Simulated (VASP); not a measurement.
A run of VASP 6.6.1 is set up as follows.

Contents of INCAR:

```
SYSTEM = AlN
ALGO = Normal
EDIFF = 1E-6
ENCUT = 520
GGA = PE
ISIF = 2
ISMEAR = 0
LASPH = .TRUE.
LCHARG = .FALSE.
LREAL = .FALSE.
LWAVE = .FALSE.
NBANDS = 16
NELM = 60
PREC = Accurate
SIGMA = 0.02
```

KPOINTS

```
k-points
0
G
  8 8 6
  0 0 0
```

The input POSCAR:

```
AlN
1.0
    2.1800216196      2.1800216196      0.0000000000
   -2.1800216196      2.1800216196      0.0000000000
    0.0000000000      0.0000000000      4.5352694371
Al N
2 2
Direct
    0.0000000000      0.0000000000      0.0000000000
    0.5000000000      0.5000000000      0.5000000000
    0.5000000000      0.0000000000      0.2500000000
    0.0000000000      0.5000000000      0.7500000000
```

Potentials or basis: VASP PAW PBE potentials, release 64 (Al, N).

Launch:

```bash
$ cat potpaw_PBE.64/Al/POTCAR potpaw_PBE.64/N/POTCAR > POTCAR
$ mpirun -np 1 vasp_std > vasp.out
```

Task: What does it give for the pressure?

Result: -2.2 GPa.

Task: Estimate the band gap on the k mesh.

Result: 3.18 eV.

Stress tensor (GPa, compression positive):
```
-0.25  0.00  0.00
 0.00 -0.25  0.00
 0.00  0.00 -6.21
```

A k mesh can miss the band edges. As with any semilocal functional, this PBE gap is likely too small.
